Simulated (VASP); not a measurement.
# BP (F-43m) in VASP: notebook

The runs below take BP through single point, relaxation of cell and atoms, with PBEsol.

All numbers are computed with VASP 6.6.1; they aren't measurements. Logs are shortened: lines on timing, memory, paths and dates and some standing lists are left out, and cuts for length are marked.

## Step 1: The cell of the first run

The structure is cubic, space group F-43m (No. 216). Conventional cell: a = 4.520 Å, b = 4.520 Å, c = 4.520 Å, α = 90.00°, β = 90.00°, γ = 90.00°. Within 2.6 Å of B (site symmetry -43m) lie 4 P at 1.96 Å. P (site symmetry -43m) has 4 B at 1.96 Å within 2.6 Å.

## Step 2: Single point, PBEsol

INCAR reads:

```
PREC = Accurate ; ENCUT = 500
EDIFF = 1E-6 ; ISMEAR = 0
SIGMA = 0.01 ; LREAL = False
LASPH = True ; NELM = 120
ALGO = Normal ; ISIF = 2
LWAVE = False ; LCHARG = False
GGA = PS ; NBANDS = 11
GGA_COMPAT = False
```

KPOINTS reads:

```
regular mesh
0
Gamma
  12 12 12
```

POSCAR reads:

```
BP
1.0
    0.0000000000      2.2600633005      2.2600633005
    2.2600633005      0.0000000000      2.2600633005
    2.2600633005      2.2600633005      0.0000000000
B P
1 1
Direct
    0.0000000000      0.0000000000      0.0000000000
    0.2500000000      0.2500000000      0.2500000000
```

Potentials or basis: VASP PAW PBE potentials, release 64 (B, P).

Started as:

```sh
> cat potpaw_PBE.64/B/POTCAR potpaw_PBE.64/P/POTCAR > POTCAR
> mpirun -np 1 vasp_std > vasp.out
```

OUTCAR:

```text
PREC = Accurate
   ENCUT = 500
   EDIFF = 1E-6
   ISMEAR = 0
   LREAL = False
   LASPH = True
   NELM = 120
   ISIF = 2
   GGA = PS

 ion  position               nearest neighbor table
   1  0.000  0.000  0.000-   2 1.96   2 1.96   2 1.96   2 1.96
   2  0.250  0.250  0.250-   1 1.96   1 1.96   1 1.96   1 1.96

  LATTYP: Found a face centered cubic cell.
 ALAT       =     4.5201266010

  Lattice vectors:

 A1 = (   0.0000000000,   2.2600633005,   2.2600633005)
 A2 = (   2.2600633005,   0.0000000000,   2.2600633005)
 A3 = (   2.2600633005,   2.2600633005,   0.0000000000)

Analysis of symmetry for initial positions (statically):
=====================================================================
 Subroutine PRICEL returns:
 Original cell was already a primitive cell.

 Routine SETGRP: Setting up the symmetry group for a
 face centered cubic supercell.

 Subroutine GETGRP returns: Found 24 space group operations
 (whereof 24 operations were pure point group operations)
 out of a pool of 48 trial point group operations.

The static configuration has the point symmetry T_d .

Analysis of symmetry for dynamics (positions and initial velocities):
=====================================================================
 Subroutine PRICEL returns:
 Original cell was already a primitive cell.

 Routine SETGRP: Setting up the symmetry group for a
 face centered cubic supercell.

 Subroutine GETGRP returns: Found 24 space group operations
 (whereof 24 operations were pure point group operations)
 out of a pool of 48 trial point group operations.

The dynamic configuration has the point symmetry T_d .

 Subroutine INISYM returns: Found 24 space group operations
 (whereof 24 operations are pure point group operations),
 and found     1 'primitive' translations

----------------------------------------------------------------------------------------

                                     Primitive cell

  volume of cell :      23.0883

  direct lattice vectors                    reciprocal lattice vectors
     0.000000000  2.260063301  2.260063301    -0.221232742  0.221232742  0.221232742
     2.260063301  0.000000000  2.260063301     0.221232742 -0.221232742  0.221232742
     2.260063301  2.260063301  0.000000000     0.221232742  0.221232742 -0.221232742

  length of vectors
     3.196212171  3.196212171  3.196212171     0.383186349  0.383186349  0.383186349

  position of ions in fractional coordinates (direct lattice)
     0.000000000  0.000000000  0.000000000
     0.250000000  0.250000000  0.250000000

  ion indices of the primitive-cell ions
   primitive index   ion index
                 1           1
                 2           2

----------------------------------------------------------------------------------------

 KPOINTS: regular mesh

Automatic generation of k-mesh.
 Grid dimensions read from file:
 generate k-points for:   12   12   12

 Generating k-lattice:

  Cartesian coordinates                     Fractional coordinates (reciprocal lattice)
    -0.018436062  0.018436062  0.018436062     0.083333333  0.000000000  0.000000000
     0.018436062 -0.018436062  0.018436062     0.000000000  0.083333333  0.000000000
     0.018436062  0.018436062 -0.018436062     0.000000000  0.000000000  0.083333333

  Length of vectors
     0.031932196  0.031932196  0.031932196

  Shift w.r.t. Gamma in fractional coordinates (k-lattice)
     0.000000000  0.000000000  0.000000000

 Subroutine IBZKPT returns following result:
 ===========================================

 Found     72 irreducible k-points:

 Following reciprocal coordinates:
            Coordinates               Weight
  0.000000  0.000000  0.000000      1.000000
  0.083333  0.000000  0.000000      8.000000
  0.166667  0.000000  0.000000      8.000000
  0.250000  0.000000  0.000000      8.000000
  0.333333  0.000000  0.000000      8.000000
  0.416667  0.000000  0.000000      8.000000
[... 16 lines left out ...]
  0.500000  0.166667  0.000000     24.000000
 -0.416667  0.166667  0.000000     24.000000
 [... further k-points ...]
   k-points           NKPTS =     72   k-points in BZ     NKDIM =     72   number of bands    NBANDS=     11
   number of dos      NEDOS =    301   number of ions     NIONS =      2
   total plane-waves  NPLWV =  13824
   dimension x,y,z NGX =    24 NGY =   24 NGZ =   24
   dimension x,y,z NGXF=    48 NGYF=   48 NGZF=   48
   ions per type =               1   1
   NGX,Y,Z   is equivalent  to a cutoff of  12.48, 12.48, 12.48 a.u.
   NGXF,Y,Z  is equivalent  to a cutoff of  24.97, 24.97, 24.97 a.u.
 SYSTEM =  unknown system
   PREC   = accura    normal or accurate (medium, high low for compatibility)
   ISTART =      0    job   : 0-new  1-cont  2-samecut
   ICHARG =      2    charge: 1-file 2-atom 10-const
   ISPIN  =      1    spin polarized calculation?
   LNONCOLLINEAR =      F non collinear calculations
   LSORBIT =      F    spin-orbit coupling
   LASPH  =      T    aspherical Exc in radial PAW
   ENCUT  =  500.0 eV  36.75 Ry    6.06 a.u.   5.83  5.83  5.83*2*pi/ulx,y,z
   NELM   =    120;   NELMIN=  2; NELMDL= -5     # of ELM steps
   EDIFF  = 0.1E-05   stopping-criterion for ELM
   LREAL  =      F    real-space projection
   EDIFFG = 0.1E-04   stopping-criterion for IOM
   NSW    =      0    number of steps for IOM
   IBRION =     -1    ionic relax: 0-MD 1-quasi-New 2-CG
   NFREE  =      0    steps in history (QN), initial steepest desc. (CG)
   ISIF   =      2    stress and relaxation
   ISYM   =      2    0-nonsym 1-usesym 2-fastsym
   POTIM  = 0.5000    time-step for ionic-motion
   TEBEG  =    0.0;   TEEND  =   0.0 temperature during run
   PSTRESS=    0.0 pullay stress
   NELECT =       8.0000    total number of electrons
   NUPDOWN=      -1.0000    fix difference up-down
   EMIN   =  10.00;   EMAX   =-10.00  energy-range for DOS
   EFERMI =   0.00;   METHOD = LEGACY
   ISMEAR =     0;   SIGMA  =   0.01  broadening in eV -4-tet -1-fermi 0-gaus
   EFERMI_NEDOS =   21; number of points for ismear=-14 and -15
   IALGO  =     38    algorithm
   IMIX   =      4    mixing-type and parameters
     AMIX     =   0.40;   BMIX     =  1.00
     AMIX_MAG =   1.60;   BMIX_MAG =  1.00
  volume/ion in A,a.u.               =      11.54        77.90
  Fermi-wavevector in a.u.,A,eV,Ry     =   1.149849  2.172900 17.988986  1.322153
  Thomas-Fermi vector in A             =   2.286517
   LORBIT       =      0    0 simple, 1 ext, 2 COOP (PROOUT), +10 PAW based schemes
   GGA     = PS    functional components
   LHFCALC =     F    Hartree Fock is set to
   AEXX    =    0.0000 exact exchange contribution
   IVDW    =     0    specifies the selected vdW correction
   LEPSILON=     F    determine dielectric tensor
   LRPA    =     F    only Hartree local field effects (RPA)
 non-spin polarized calculation
 Gauss-broadening in eV      SIGMA  =   0.01
  energy-cutoff  :      500.00
  volume of cell :       23.09
 maximum number of plane-waves:       604
   NGX = 11   NGY = 11   NGZ = 11

 number of electron       8.0000001 magnetization

 Free energy of the ion-electron system (eV)
  ---------------------------------------------------
  ext. energy  EPLUGINS =         0.00000000
  ---------------------------------------------------
  free energy    TOTEN  =       -13.67359588 eV

  energy without entropy =      -13.67359588  energy(sigma->0) =      -13.67359588

 E-fermi :   7.5992     XC(G=0): -11.0958

 val. band max:        7.5461194505   @ k =   0.0000   0.0000   0.0000
 cond. band min:       8.6551748834   @ k =   0.4167   0.4167   0.0000
 fundamental gap:      1.1090554329
 Fermi energy:         7.5992151298

 k-point     1 :       0.0000    0.0000    0.0000
  band No.  band energies     occupation
      1      -8.0582      2.00000
      2       7.5461      2.00000
      3       7.5461      2.00000
      4       7.5461      2.00000
      5      10.9205      0.00000
      6      10.9205      0.00000
      7      10.9205      0.00000
      8      15.0685      0.00000
      9      18.8701      0.00000
     10      19.7026      0.00000
     11      19.7026      0.00000

 k-point     2 :       0.0833    0.0000    0.0000
  band No.  band energies     occupation
      1      -7.9314      2.00000
      2       6.5693      2.00000
      3       7.3270      2.00000
      4       7.3270      2.00000
      5      11.2225      0.00000
      6      11.2225      0.00000
      7      11.2820      0.00000
      8      15.4262      0.00000
      9      19.1423      0.00000
     10      19.1423      0.00000
     11      19.2879      0.00000

 k-point     3 :       0.1667    0.0000    0.0000
  band No.  band energies     occupation
      1      -7.5539      2.00000
      2       4.6676      2.00000
      3       6.8677      2.00000
      4       6.8677      2.00000
      5      11.5623      0.00000
      6      11.8396      0.00000
      7      11.8396      0.00000
      8      16.3036      0.00000
      9      18.4511      0.00000
     10      18.4511      0.00000
     11      20.1441      0.00000

 k-point     4 :       0.2500    0.0000    0.0000
  band No.  band energies     occupation
      1      -6.9373      2.00000
      2       2.6315      2.00000
      3       6.4100      2.00000
      4       6.4100      2.00000
      5      11.5548      0.00000
      6      12.2912      0.00000
      7      12.2912      0.00000
      8      17.1733      0.00000
      9      18.4729      0.00000
     10      18.4729      0.00000
     11      20.4636      0.00000

 k-point     5 :       0.3333    0.0000    0.0000
  band No.  band energies     occupation
      1      -6.1140      2.00000
      2       0.7194      2.00000
      3       6.0557      2.00000
      4       6.0557      2.00000
      5      11.4595      0.00000
      6      12.3686      0.00000
      7      12.3686      0.00000
      8      17.5704      0.00000
      9      19.4248      0.00000
     10      19.4248      0.00000
     11      20.9004      0.00000
[... 211 lines left out ...]
 k-point    21 :       0.3333    0.1667    0.0000
  band No.  band energies     occupation
      1      -6.2446      2.00000
      2       2.1682      2.00000
      3       4.9673      2.00000
      4       4.9852      2.00000
      5      10.4139      0.00000
      6      13.6903      0.00000
      7      14.1845      0.00000
      8      14.4990      0.00000
      9      20.1529      0.00000
     10      21.1491      0.00000
     11      22.2944      0.00000

 k-point    22 :       0.4167    0.1667    0.0000
  band No.  band energies     occupation
      1      -5.3794      2.00000
      2       0.4348      2.00000
      3       4.3986      2.00000
      4       4.8449      2.00000
      5      10.6119      0.00000
      6      14.0064      0.00000
      7      14.3282      0.00000
      8      14.8534      0.00000
      9      20.4695      0.00000
     10      22.2360      0.00000
     11      22.9173      0.00000

 k-point    23 :       0.5000    0.1667    0.0000
  band No.  band energies     occupation
      1      -4.5159      2.00000
      2      -0.9152      2.00000
      3       3.9096      2.00000
      4       4.9233      2.00000
      5      10.7485      0.00000
      6      13.9210      0.00000
      7      13.9784      0.00000
      8      16.4684      0.00000
      9      20.0642      0.00000
     10      22.2401      0.00000
     11      23.6144      0.00000

 k-point    24 :      -0.4167    0.1667    0.0000
  band No.  band energies     occupation
      1      -4.3330      2.00000
      2      -1.1625      2.00000
      3       3.5800      2.00000
      4       5.1917      2.00000
      5      11.0154      0.00000
      6      13.6410      0.00000
      7      13.8597      0.00000
      8      17.9425      0.00000
      9      19.4712      0.00000
     10      20.3624      0.00000
     11      23.5760      0.00000

 [... further k-points ...]
[... 5 lines left out ...]
  --------------------------------------------------------------------------------------
  -------------------------------------------------------------------------------------
  Total        0.0159497      0.0159497      0.0159497      0.0000000     -0.0000000      0.0000000
  in kB        1.1068052      1.1068052      1.1068052      0.0000000     -0.0000000      0.0000000
  external PRESSURE =       1.1068052 kB  Pullay stress =       0.0000000 kB

 VOLUME and BASIS-vectors are now :
 -----------------------------------------------------------------------------
  energy-cutoff  :      500.00
  volume of cell :       23.09
      direct lattice vectors                 reciprocal lattice vectors
     0.000000000  2.260063301  2.260063301    -0.221232742  0.221232742  0.221232742
     2.260063301  0.000000000  2.260063301     0.221232742 -0.221232742  0.221232742
     2.260063301  2.260063301  0.000000000     0.221232742  0.221232742 -0.221232742

 POSITION                                       TOTAL-FORCE (eV/Angst)
 -----------------------------------------------------------------------------------
      0.00000      0.00000      0.00000         0.000000      0.000000      0.000000
      1.13003      1.13003      1.13003        -0.000000     -0.000000     -0.000000
 -----------------------------------------------------------------------------------
    total drift:                                0.000000      0.000000      0.000000

  FREE ENERGIE OF THE ION-ELECTRON SYSTEM (eV)
  ---------------------------------------------------
  free  energy   TOTEN  =       -13.6735958796 eV

  energy  without entropy=      -13.6735958796  energy(sigma->0) =      -13.67359588
```

Run time: 8.1 s. Hardware: 1 thread of Intel Xeon Platinum 8375C at 2.90GHz (Ice Lake), shared host; peak memory 0.14 GiB.

What came out:

```yaml
Free_energy: -13.6736 eV
Pressure: 0.1 GPa
Band_gap_on_the_k_mesh: 1.11 eV (least direct gap 3.37 eV)
```

Levels at points of the mesh, in eV from the valence-band top:
| k point | band 1 | band 2 | band 3 | band 4 | band 5 | band 6 | band 7 | band 8 | band 9 |
| --- | --- | --- | --- | --- | --- | --- | --- | --- | --- |
| (0.00, 0.00, 0.00) | -15.60 | 0.00 | 0.00 | 0.00 | 3.37 | 3.37 | 3.37 | 7.52 | 11.32 |
| (0.50, 0.00, 0.00) | -12.21 | -9.18 | -1.78 | -1.78 | 3.80 | 4.66 | 4.66 | 9.97 | 14.67 |
| (0.50, 0.50, 0.00) | -10.67 | -8.66 | -4.19 | -4.19 | 1.20 | 1.51 | 12.21 | 12.21 | 15.27 |

Caveat: the PAW data sets were made with another functional, which shifts forces and pressure a little. A k mesh can miss the band edges.

## Step 3: Relaxation of cell and atoms, PBEsol

This run uses another cell than the first one, of 11.70 Å³/atom.

INCAR reads:

```
SYSTEM = BP
  ALGO = Normal
  EDIFF = 1E-7
  EDIFFG = -0.002
  ENCUT = 500
  GGA = PS
  GGA_COMPAT = .FALSE.
  IBRION = 2
  ISIF = 3
  ISMEAR = 0
  LASPH = .TRUE.
  LCHARG = .FALSE.
  LREAL = .FALSE.
  LWAVE = .FALSE.
  NELM = 120
  NELMIN = 4
  NSW = 80
  PREC = Accurate
  SIGMA = 0.01
```

KPOINTS reads:

```
k-points
0
G
  12 12 12
  0 0 0
```

POSCAR reads:

```
BP
1.0
    0.0000000000      2.2700000000      2.2700000000
    2.2700000000      0.0000000000      2.2700000000
    2.2700000000      2.2700000000      0.0000000000
B P
1 1
Direct
    0.0000000000      0.0000000000      0.0000000000
    0.2500000000      0.2500000000      0.2500000000
```

Potentials or basis: VASP PAW PBE potentials, release 64 (B, P).

Started as:

```sh
> cat potpaw_PBE.64/B/POTCAR potpaw_PBE.64/P/POTCAR > POTCAR
> mpirun -np 1 vasp_std > vasp.out
```

Run time: 14 s. Hardware: 1 thread of Intel Xeon Platinum 8375C at 2.90GHz (Ice Lake), shared host; peak memory 0.14 GiB.

Results (log left out):

| Item | Value |
| --- | --- |
| Free energy | -13.6737 eV |
| Relaxed volume | 11.55 Å³/atom |
| Relaxed cell | a = 3.197 Å, b = 3.197 Å, c = 3.197 Å, α = 60.00°, β = 60.00°, γ = 60.00° |
| Space group after relaxing (to 0.1 Å) | F-43m (No. 216) |
| Energy gained by relaxing | 0.9 meV/atom |
| Ionic steps | 3 |
| Pressure after relaxing | 0.0 GPa |
| Band gap on the k mesh | 1.11 eV (least direct gap 3.37 eV) |

The path:
```
step  energy change (eV)  largest force (eV/Å)  pressure (GPa)  volume (Å³)
   1              0.0000                0.0000           -2.06        23.39
   2             -0.0008                0.0000            1.62        22.89
   3             -0.0019                0.0000            0.00        23.10
```

Final structure:
```
CELL_PARAMETERS angstrom
0.00000 2.26055 2.26055
2.26055 0.00000 2.26055
2.26055 2.26055 0.00000
ATOMIC_POSITIONS crystal
B 0.00000 0.00000 0.00000
P 0.25000 0.25000 0.25000
```

Levels at points of the mesh, in eV from the valence-band top:
| k point | band 2 | band 3 | band 4 | band 5 | band 6 | band 7 |
| --- | --- | --- | --- | --- | --- | --- |
| (0.00, 0.00, 0.00) | 0.00 | 0.00 | 0.00 | 3.37 | 3.37 | 3.37 |
| (0.50, 0.00, 0.00) | -9.18 | -1.78 | -1.78 | 3.80 | 4.66 | 4.66 |
| (0.50, 0.50, 0.00) | -8.66 | -4.19 | -4.19 | 1.20 | 1.51 | 12.20 |

Caveat: the PAW data sets were made with another functional, which shifts forces and pressure a little. A k mesh can miss the band edges.
